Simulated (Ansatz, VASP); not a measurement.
# GaSb in VASP and in Ansatz

```
Ga Sb
1.0
    -1.50725    2.59135    3.08312
     1.50725   -2.59135    3.08312
     1.50725    2.59135   -3.08312
Ga Sb
1 1
Direct
  0.00000 0.00000 0.00000
  0.50000 0.50000 0.00000
```

Alike in both runs: task single point; functional r2SCAN; k mesh 20 × 20 × 20; occupations gaussian, width 0.15 eV; no spin polarisation.

|  | VASP | Ansatz |
| --- | --- | --- |
| version | VASP 6.6.1 | Ansatz 0.2.0 |
| potentials or method | VASP PAW PBE potentials, release 64 (Ga_d, Sb), cutoff 520 eV | scalar-relativistic, plane waves, PAW |
| valence electrons in the cell | 18 | 28 |

```tsv
	VASP	Ansatz	Ansatz less VASP
gap on the k mesh at the Fermi level (eV)	none	none	-
pressure (GPa)	-0.4	-0.5	-0.05
traceless stress, the component that is largest in VASP (GPa)	-7.02	-7.00	+0.013
```

VASP's potentials were made for PBE, not for r2SCAN. A gap of «none» marks a metal or a gap that the smearing closes. With one functional, cell and mesh, what is left measures potentials, basis and numerics. VASP's potentials hold 18 valence electrons a cell and Ansatz's 28, so a difference there can come from the potentials and not from the codes.

Neither program's run includes spin-orbit coupling.
